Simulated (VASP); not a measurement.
Wanted: the native input for a VASP 6.6.1 run.

- Task: single point
- Functional: r2SCAN
- Potentials or basis: VASP PAW PBE potentials, release 64 (Cr_pv, O)
- Cutoff: 520 eV
- k mesh: 5 × 5 × 7
- Occupations: fermi-dirac, width 0.02 eV
- Spin: collinear spin, antiferromagnetic start
- Starting moments: [3.0, -3.0, 0.0, 0.0, 0.0, 0.0] μB
- Hubbard terms: Cr d U = 3.7 eV
- Dipole correction: no
- Further INCAR settings: ALGO = Normal; EDIFF = 1e-07; NBANDS = 37

The system is CrO2.

```
Cr O
1.0
     4.42100    0.00000    0.00000
     0.00000    4.42100    0.00000
     0.00000    0.00000    2.91700
Cr O
2 4
Cartesian
  0.0000 0.0000 0.0000
  2.2105 2.2105 1.4585
  1.3307 1.3307 0.0000
  0.8798 3.5412 1.4585
  3.0903 3.0903 0.0000
  3.5412 0.8798 1.4585
```

One way to write it, as run:

POSCAR

```
CrO2
1.0
    4.4210000000      0.0000000000      0.0000000000
    0.0000000000      4.4210000000      0.0000000000
    0.0000000000      0.0000000000      2.9170000000
Cr O
2 4
Direct
    0.0000000000      0.0000000000      0.0000000000
    0.5000000000      0.5000000000      0.5000000000
    0.3010000000      0.3010000000      0.0000000000
    0.1990000000      0.8010000000      0.5000000000
    0.6990000000      0.6990000000      0.0000000000
    0.8010000000      0.1990000000      0.5000000000
```

INCAR.step1

```
  PREC = Accurate
  ENCUT = 520
  ISMEAR = -1
  SIGMA = 0.02
  LREAL = False
  LASPH = True
  NELM = 150
  ISPIN = 2
  MAGMOM = 3 -3 0 0 0 0
  LMAXMIX = 4
  LDAU = True
  LDAUTYPE = 2
  LDAUL = 2 -1
  LDAUU = 3.7 0
  LDAUJ = 0 0
  NBANDS = 37
  GGA = PE
  ALGO = Normal
  EDIFF = 1E-4
  LWAVE = True
  LCHARG = False
```

INCAR.step2

```
  PREC = Accurate
  ENCUT = 520
  EDIFF = 1E-7
  ISMEAR = -1
  SIGMA = 0.02
  LREAL = False
  LASPH = True
  NELM = 150
  ALGO = Normal
  ISIF = 2
  LWAVE = False
  LCHARG = False
  ISPIN = 2
  MAGMOM = 3 -3 0 0 0 0
  LORBIT = 11
  LMAXMIX = 4
  LDAU = True
  LDAUTYPE = 2
  LDAUL = 2 -1
  LDAUU = 3.7 0
  LDAUJ = 0 0
  LDAUPRINT = 1
  METAGGA = R2SCAN
  LMIXTAU = True
  NBANDS = 37
  ISTART = 1
```

KPOINTS

```
regular mesh
0
Gamma
  5 5 7
```

Potentials or basis: VASP PAW PBE potentials, release 64 (Cr_pv, O).

Launch:

```sh
$ cat potpaw_PBE.64/Cr_pv/POTCAR potpaw_PBE.64/O/POTCAR > POTCAR
$ cp INCAR.step1 INCAR
$ mpirun -np 1 vasp_std > vasp.out
$ cp INCAR.step2 INCAR
$ mpirun -np 1 vasp_std > vasp.out
```

Results of the run:

- Pressure: 5.3 GPa
- Largest force: 0.262 eV/Å
- Band gap on the k mesh: 0.43 eV
- Net moment: 0.00 μB per cell
- Site moments: Cr +2.16, -2.16; O -0.03, +0.03 (each value once) μB
- Valence electrons inside the program's atomic spheres: Cr 10.98; O 5.10

Caveat: the stress differs along the axes, from 3 to 10 GPa; semilocal functionals underestimate gaps, and a narrow one can read as zero; the PAW data sets were made with another functional, which shifts forces and pressure a little.

Run time: 7.6 min on 1 thread of Intel Xeon 8259CL, with other jobs on the host, peak memory 0.22 GiB.
